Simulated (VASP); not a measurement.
# In3Sb (Pm-3m) in VASP: notebook

Runs on In3Sb. Level: PBEsol+D3(BJ). Tasks: single point.

Program: VASP 6.6.1. These are calculated values, not measurements. Logs are shortened: lines on timing, memory, paths and dates and some standing lists are left out, and cuts for length are marked.

### Step 1. The cell of the first run

Symmetry: Pm-3m, No. 221, cubic system. Conventional cell: a = 4.837 Å, b = 4.837 Å, c = 4.837 Å, α = 90.00°, β = 90.00°, γ = 90.00°. Within 4.5 Å of In (site symmetry 4/mmm) lie 8 In at 3.42 Å and 4 Sb at 3.42 Å. Sb (site symmetry m-3m) has 12 In at 3.42 Å within 4.5 Å.

### Step 2. Single point, PBEsol+D3(BJ)

INCAR reads:

```
PREC     = Accurate       # precision mode
ENCUT    = 520            # plane-wave cutoff, eV
EDIFF    = 1E-7           # SCF threshold, eV
ISMEAR   = 0              # smearing method
SIGMA    = 0.1            # smearing width, eV
LREAL    = False          # projectors in reciprocal space
LASPH    = True           # aspherical terms in the spheres
NELM     = 80             # most SCF steps
ALGO     = Normal         # electronic algorithm
ISIF     = 2              # what is computed and relaxed
LWAVE    = False          # write WAVECAR
LCHARG   = False          # write CHGCAR
GGA      = PS             # functional
IVDW     = 12             # dispersion correction
NBANDS   = 30             # bands
```

KPOINTS reads:

```
regular mesh
0
Gamma
  4 4 4
```

POSCAR reads:

```
In3Sb
1.0
    4.8369620000      0.0000000000      0.0000000000
    0.0000000000      4.8369620000      0.0000000000
    0.0000000000      0.0000000000      4.8369620000
In Sb
3 1
Direct
    0.5000000000      0.5000000000      0.0000000000
    0.5000000000      0.0000000000      0.5000000000
    0.0000000000      0.5000000000      0.5000000000
    0.0000000000      0.0000000000      0.0000000000
```

Potentials or basis: VASP PAW PBE potentials, release 64 (In_d, Sb).

Started as:

```
$ cat potpaw_PBE.64/In_d/POTCAR potpaw_PBE.64/Sb/POTCAR > POTCAR
$ mpirun -np 1 vasp_std > vasp.out
```

OUTCAR:

```text
PREC = Accurate
   ENCUT = 520
   EDIFF = 1E-7
   ISMEAR = 0
   LREAL = False
   LASPH = True
   NELM = 80
   ISIF = 2
   GGA = PS
   IVDW = 12
 IVDW          = 12

 ion  position               nearest neighbor table
   1  0.500  0.500  0.000-   2 3.42   3 3.42   4 3.42   2 3.42   3 3.42   2 3.42   4 3.42   2 3.42
                             3 3.42   4 3.42   3 3.42   4 3.42
   2  0.500  0.000  0.500-   1 3.42   3 3.42   4 3.42   1 3.42   4 3.42   1 3.42   3 3.42   1 3.42
                             3 3.42   4 3.42   4 3.42   3 3.42
   3  0.000  0.500  0.500-   1 3.42   2 3.42   4 3.42   1 3.42   4 3.42   2 3.42   4 3.42   4 3.42
                             1 3.42   2 3.42   1 3.42   2 3.42
   4  0.000  0.000  0.000-   1 3.42   2 3.42   3 3.42   2 3.42   3 3.42   1 3.42   3 3.42   3 3.42
                             1 3.42   2 3.42   2 3.42   1 3.42

  LATTYP: Found a simple cubic cell.
 ALAT       =     4.8369620000

  Lattice vectors:

 A1 = (   4.8369620000,   0.0000000000,   0.0000000000)
 A2 = (   0.0000000000,   4.8369620000,   0.0000000000)
 A3 = (   0.0000000000,   0.0000000000,   4.8369620000)

Analysis of symmetry for initial positions (statically):
=====================================================================
 Subroutine PRICEL returns:
 Original cell was already a primitive cell.

 Routine SETGRP: Setting up the symmetry group for a
 simple cubic supercell.

 Subroutine GETGRP returns: Found 48 space group operations
 (whereof 48 operations were pure point group operations)
 out of a pool of 48 trial point group operations.

The static configuration has the point symmetry O_h .

Analysis of symmetry for dynamics (positions and initial velocities):
=====================================================================
 Subroutine PRICEL returns:
 Original cell was already a primitive cell.

 Routine SETGRP: Setting up the symmetry group for a
 simple cubic supercell.

 Subroutine GETGRP returns: Found 48 space group operations
 (whereof 48 operations were pure point group operations)
 out of a pool of 48 trial point group operations.

The dynamic configuration has the point symmetry O_h .

 Subroutine INISYM returns: Found 48 space group operations
 (whereof 48 operations are pure point group operations),
 and found     1 'primitive' translations

----------------------------------------------------------------------------------------

                                     Primitive cell

  volume of cell :     113.1665

  direct lattice vectors                    reciprocal lattice vectors
     4.836962000  0.000000000  0.000000000     0.206741339  0.000000000  0.000000000
     0.000000000  4.836962000  0.000000000     0.000000000  0.206741339  0.000000000
     0.000000000  0.000000000  4.836962000     0.000000000  0.000000000  0.206741339

  length of vectors
     4.836962000  4.836962000  4.836962000     0.206741339  0.206741339  0.206741339

  position of ions in fractional coordinates (direct lattice)
     0.500000000  0.500000000  0.000000000
     0.500000000  0.000000000  0.500000000
     0.000000000  0.500000000  0.500000000
     0.000000000  0.000000000  0.000000000

  ion indices of the primitive-cell ions
   primitive index   ion index
                 1           1
                 2           2
                 3           3
                 4           4

----------------------------------------------------------------------------------------

 KPOINTS: regular mesh

Automatic generation of k-mesh.
 Grid dimensions read from file:
 generate k-points for:    4    4    4

 Generating k-lattice:

  Cartesian coordinates                     Fractional coordinates (reciprocal lattice)
     0.051685335  0.000000000  0.000000000     0.250000000  0.000000000  0.000000000
     0.000000000  0.051685335  0.000000000     0.000000000  0.250000000  0.000000000
     0.000000000  0.000000000  0.051685335     0.000000000  0.000000000  0.250000000

  Length of vectors
     0.051685335  0.051685335  0.051685335

  Shift w.r.t. Gamma in fractional coordinates (k-lattice)
     0.000000000  0.000000000  0.000000000

 Subroutine IBZKPT returns following result:
 ===========================================

 Found     10 irreducible k-points:

 Following reciprocal coordinates:
            Coordinates               Weight
  0.000000  0.000000  0.000000      1.000000
  0.250000  0.000000  0.000000      6.000000
  0.500000  0.000000  0.000000      3.000000
  0.250000  0.250000  0.000000     12.000000
  0.500000  0.250000  0.000000     12.000000
  0.500000  0.500000  0.000000      3.000000
  0.250000  0.250000  0.250000      8.000000
  0.500000  0.250000  0.250000     12.000000
  0.500000  0.500000  0.250000      6.000000
  0.500000  0.500000  0.500000      1.000000
   k-points           NKPTS =     10   k-points in BZ     NKDIM =     10   number of bands    NBANDS=     30
   number of dos      NEDOS =    301   number of ions     NIONS =      4
   total plane-waves  NPLWV =  46656
   dimension x,y,z NGX =    36 NGY =   36 NGZ =   36
   dimension x,y,z NGXF=    72 NGYF=   72 NGZF=   72
   ions per type =               3   1
   NGX,Y,Z   is equivalent  to a cutoff of  12.37, 12.37, 12.37 a.u.
   NGXF,Y,Z  is equivalent  to a cutoff of  24.75, 24.75, 24.75 a.u.
 SYSTEM =  unknown system
   PREC   = accura    normal or accurate (medium, high low for compatibility)
   ISTART =      0    job   : 0-new  1-cont  2-samecut
   ICHARG =      2    charge: 1-file 2-atom 10-const
   ISPIN  =      1    spin polarized calculation?
   LNONCOLLINEAR =      F non collinear calculations
   LSORBIT =      F    spin-orbit coupling
   LASPH  =      T    aspherical Exc in radial PAW
   ENCUT  =  520.0 eV  38.22 Ry    6.18 a.u.   8.99  8.99  8.99*2*pi/ulx,y,z
   NELM   =     80;   NELMIN=  2; NELMDL= -5     # of ELM steps
   EDIFF  = 0.1E-06   stopping-criterion for ELM
   LREAL  =      F    real-space projection
   EDIFFG = 0.1E-05   stopping-criterion for IOM
   NSW    =      0    number of steps for IOM
   IBRION =     -1    ionic relax: 0-MD 1-quasi-New 2-CG
   NFREE  =      0    steps in history (QN), initial steepest desc. (CG)
   ISIF   =      2    stress and relaxation
   ISYM   =      2    0-nonsym 1-usesym 2-fastsym
   POTIM  = 0.5000    time-step for ionic-motion
   TEBEG  =    0.0;   TEEND  =   0.0 temperature during run
   PSTRESS=    0.0 pullay stress
   NELECT =      44.0000    total number of electrons
   NUPDOWN=      -1.0000    fix difference up-down
   EMIN   =  10.00;   EMAX   =-10.00  energy-range for DOS
   EFERMI =   0.00;   METHOD = LEGACY
   ISMEAR =     0;   SIGMA  =   0.10  broadening in eV -4-tet -1-fermi 0-gaus
   EFERMI_NEDOS =   21; number of points for ismear=-14 and -15
   IALGO  =     38    algorithm
   IMIX   =      4    mixing-type and parameters
     AMIX     =   0.40;   BMIX     =  1.00
     AMIX_MAG =   1.60;   BMIX_MAG =  1.00
  volume/ion in A,a.u.               =      28.29       190.92
  Fermi-wavevector in a.u.,A,eV,Ry     =   1.194867  2.257972 19.425148  1.427708
  Thomas-Fermi vector in A             =   2.330847
   LORBIT       =      0    0 simple, 1 ext, 2 COOP (PROOUT), +10 PAW based schemes
   GGA     = PS    functional components
   LHFCALC =     F    Hartree Fock is set to
   AEXX    =    0.0000 exact exchange contribution
   IVDW    =    12    specifies the selected vdW correction
   LEPSILON=     F    determine dielectric tensor
   LRPA    =     F    only Hartree local field effects (RPA)
 non-spin polarized calculation
 Gauss-broadening in eV      SIGMA  =   0.10
  energy-cutoff  :      520.00
  volume of cell :      113.17
 maximum number of plane-waves:      3112
 NGX is ok and might be reduce to    36
   NGX = 17   NGY = 17   NGZ = 17

 number of electron      43.9999994 magnetization

 Free energy of the ion-electron system (eV)
  ---------------------------------------------------
  ext. energy  EPLUGINS =         0.00000000
  ---------------------------------------------------
  free energy    TOTEN  =       -13.29829700 eV

  energy without entropy =      -13.27383843  energy(sigma->0) =      -13.28606771

 E-fermi :   6.9287     XC(G=0): -10.0547

 val. band max:        6.9008189195   @ k =   0.5000   0.0000   0.0000
 cond. band min:       6.9289114411   @ k =   0.2500   0.2500   0.0000
 fundamental gap:      0.0280925216
 Fermi energy:         6.9287058544

 k-point     1 :       0.0000    0.0000    0.0000
  band No.  band energies     occupation
      1      -7.8453      2.00000
      2      -7.8411      2.00000
      3      -7.8411      2.00000
      4      -7.8411      2.00000
      5      -7.7046      2.00000
      6      -7.7046      2.00000
[... 22 lines left out ...]
     29      12.7115      0.00000
     30      13.1649      0.00000

 k-point     2 :       0.2500    0.0000    0.0000
  band No.  band energies     occupation
      1      -7.8330      2.00000
      2      -7.8033      2.00000
      3      -7.7895      2.00000
      4      -7.7895      2.00000
      5      -7.6987      2.00000
      6      -7.6711      2.00000
[... 22 lines left out ...]
     29      13.4066      0.00000
     30      13.5896      0.00000

 k-point     3 :       0.5000    0.0000    0.0000
  band No.  band energies     occupation
      1      -7.8241      2.00000
      2      -7.7431      2.00000
      3      -7.6844      2.00000
      4      -7.6798      2.00000
      5      -7.6798      2.00000
      6      -7.6403      2.00000
[... 22 lines left out ...]
     29      11.4739      0.00000
     30      12.3706      0.00000

 k-point     4 :       0.2500    0.2500    0.0000
  band No.  band energies     occupation
      1      -7.7969      2.00000
      2      -7.7872      2.00000
      3      -7.7668      2.00000
      4      -7.7466      2.00000
      5      -7.6840      2.00000
      6      -7.6493      2.00000
[... 154 lines left out ...]
     29      12.7353      0.00000
     30      12.8677      0.00000

 k-point     9 :       0.5000    0.5000    0.2500
  band No.  band energies     occupation
      1      -7.7529      2.00000
      2      -7.7404      2.00000
      3      -7.7404      2.00000
      4      -7.7342      2.00000
      5      -7.6995      2.00000
      6      -7.6995      2.00000
[... 22 lines left out ...]
     29      12.9165      0.00000
     30      14.0382      0.00000

 k-point    10 :       0.5000    0.5000    0.5000
  band No.  band energies     occupation
      1      -7.7932      2.00000
      2      -7.7566      2.00000
      3      -7.7566      2.00000
      4      -7.7566      2.00000
      5      -7.7164      2.00000
      6      -7.7164      2.00000
[... 22 lines left out ...]
     29      14.5494      0.00000
     30      14.5696      0.00000

------------------------ aborting loop because EDIFF is reached ----------------------------------------

 Edisp (eV)   -1.46277

 E8    (eV) :    -1.0431

  FORCE on cell =-STRESS in cart. coord.  units (eV):
  Direction    XX          YY          ZZ          XY          YZ          ZX
  --------------------------------------------------------------------------------------
  -------------------------------------------------------------------------------------
  Total      -3.78655    -3.78655    -3.78655     0.00000    -0.00000     0.00000
  in kB     -53.60887   -53.60887   -53.60887     0.00000    -0.00000     0.00000
  external pressure =      -53.61 kB  Pullay stress =        0.00 kB

 VOLUME and BASIS-vectors are now :
 -----------------------------------------------------------------------------
  energy-cutoff  :      520.00
  volume of cell :      113.17
      direct lattice vectors                 reciprocal lattice vectors
     4.836962000  0.000000000  0.000000000     0.206741339  0.000000000  0.000000000
     0.000000000  4.836962000  0.000000000     0.000000000  0.206741339  0.000000000
     0.000000000  0.000000000  4.836962000     0.000000000  0.000000000  0.206741339

 POSITION                                       TOTAL-FORCE (eV/Angst)
 -----------------------------------------------------------------------------------
      2.41848      2.41848      0.00000         0.000000      0.000000      0.000000
      2.41848      0.00000      2.41848         0.000000      0.000000      0.000000
      0.00000      2.41848      2.41848         0.000000      0.000000      0.000000
      0.00000      0.00000      0.00000         0.000000      0.000000      0.000000
 -----------------------------------------------------------------------------------
    total drift:                                0.000000      0.000000      0.000000

  FREE ENERGIE OF THE ION-ELECTRON SYSTEM (eV)
  ---------------------------------------------------
  free  energy   TOTEN  =       -14.7610698897 eV

  energy  without entropy=      -14.7366113228  energy(sigma->0) =      -14.74884061
```

Run time: 28 s. Hardware: 1 thread of Intel Xeon Platinum 8488C (Sapphire Rapids), shared host; peak memory 0.22 GiB.

Results:

* Free energy: -14.7611 eV
* Pressure: -5.4 GPa
* Band gap on the k mesh: zero (band 22 reaches 7.02 eV, above the bottom of band 23 at 3.62 eV)
* Dispersion energy per atom: -0.366 eV

Levels at points of the mesh, in eV from the Fermi level:
| k point | band 18 | band 19 | band 20 | band 21 | band 22 | band 23 | band 24 | band 25 | band 26 | band 27 |
| --- | --- | --- | --- | --- | --- | --- | --- | --- | --- | --- |
| (0.00, 0.00, 0.00) | -3.01 | -3.01 | -3.01 | -2.57 | -2.57 | 2.06 | 2.06 | 2.06 | 3.62 | 3.62 |
| (0.50, 0.00, 0.00) | -4.11 | -2.02 | -1.72 | -1.72 | -0.40 | -0.40 | -0.03 | 0.89 | 4.16 | 4.28 |
| (0.50, 0.50, 0.00) | -6.10 | -5.88 | -0.76 | -0.31 | 0.09 | 0.09 | 1.13 | 1.35 | 1.35 | 1.61 |
| (0.50, 0.50, 0.50) | -4.61 | -4.61 | -4.12 | -4.12 | -4.12 | -3.31 | 5.04 | 5.04 | 5.04 | 7.60 |

Caveat: the PAW data sets were made with another functional, which shifts forces and pressure a little; spin-orbit coupling is left out, which moves the levels of the heavy elements; pairwise dispersion overbinds metals, which lowers pressure and volume.

(Part 1 of 3 ends here.)
